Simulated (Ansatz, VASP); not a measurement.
## Two plane-wave programs on GaAs

POSCAR

```
GaAs
1.0
    0.0000000000      2.8614159464      2.8614159464
    2.8614159464      0.0000000000      2.8614159464
    2.8614159464      2.8614159464      0.0000000000
Ga As
1 1
Direct
    0.0000000000      0.0000000000      0.0000000000
    0.2500000000      0.2500000000      0.2500000000
```

INCAR.step1

```
SYSTEM = GaAs
  ALGO = Normal
  EDIFF = 1E-4
  ENCUT = 520
  GGA = PE
  GGA_COMPAT = .FALSE.
  ISMEAR = -1
  LASPH = .TRUE.
  LCHARG = .FALSE.
  LREAL = .FALSE.
  LSORBIT = .TRUE.
  LWAVE = .TRUE.
  MAGMOM = 0 0 0 0 0 0
  NBANDS = 30
  NELM = 150
  PREC = Accurate
  SIGMA = 0.02
```

The input INCAR.step2:

```
SYSTEM = GaAs
  ALGO = Normal
  EDIFF = 1E-6
  ENCUT = 520
  GGA_COMPAT = .FALSE.
  ISIF = 2
  ISMEAR = -1
  ISTART = 1
  LASPH = .TRUE.
  LCHARG = .TRUE.
  LMIXTAU = .TRUE.
  LORBIT = 11
  LORBMOM = .TRUE.
  LREAL = .FALSE.
  LSORBIT = .TRUE.
  LVHAR = .TRUE.
  LWAVE = .FALSE.
  MAGMOM = 0 0 0 0 0 0
  METAGGA = R2SCAN
  NBANDS = 30
  NELM = 150
  PREC = Accurate
  SIGMA = 0.02
```

The input KPOINTS:

```
k-points
0
G
  8 8 8
  0 0 0
```

Input for Ansatz:

```yaml
crystal:
  lattice:
    - [0.0, 2.8614159464, 2.8614159464]
    - [2.8614159464, 0.0, 2.8614159464]
    - [2.8614159464, 2.8614159464, 0.0]
  atoms:
    - { symbol: Ga, position: [0.0, 0.0, 0.0] }
    - { symbol: As, position: [0.25, 0.25, 0.25] }
kpoints:
  mp_grid: { grid: [8, 8, 8] }
  band_path:
    path:
      - [0.0, 0.0, 0.0]
      - [-0.5, -0.5, 0.0]
      - [-0.375, -0.375, 0.25]
      - [-0.375, 0.0, 0.375]
      - [0.0, 0.0, 0.5]
      - [-0.5, -0.25, 0.25]
    npoints: 1
hamiltonian:
  xc: r2scan
scf:
  occupations: { method: fermi_dirac, width: 0.02 }
  n_extra_bands: 8
magnetization:
  noncollinear: true
  spin_orbit: true
output:
  forces: true
  stress: true
  eigenvalues: true
```

Change from the starting cell: hydrostatic strain +1.0%.

Alike in both runs: task single point; functional r2SCAN; k mesh 8 × 8 × 8; occupations fermi-dirac, width 0.02 eV; non-collinear spin, spin-orbit coupling.

```csv
,VASP,Ansatz
version,VASP 6.6.1,Ansatz 0.2.0
potentials or method,"VASP PAW PBE potentials, release 64 (Ga_d, As)","plane waves, PAW"
plane-wave cutoff (eV),520,500
valence electrons in the cell,18,28
```

|  | VASP | Ansatz | Ansatz less VASP |
| --- | --- | --- | --- |
| pressure (GPa) | -1.9 | -2.0 | -0.08 |
| net moment per atom (μB) | 0.00 | 0.00 | 0.000 |

VASP's potentials were made for PBE, not for r2SCAN. With one functional, cell and mesh, what is left measures potentials, basis and numerics. VASP's potentials hold 18 valence electrons a cell and Ansatz's 28, so a difference there can come from the potentials and not from the codes.
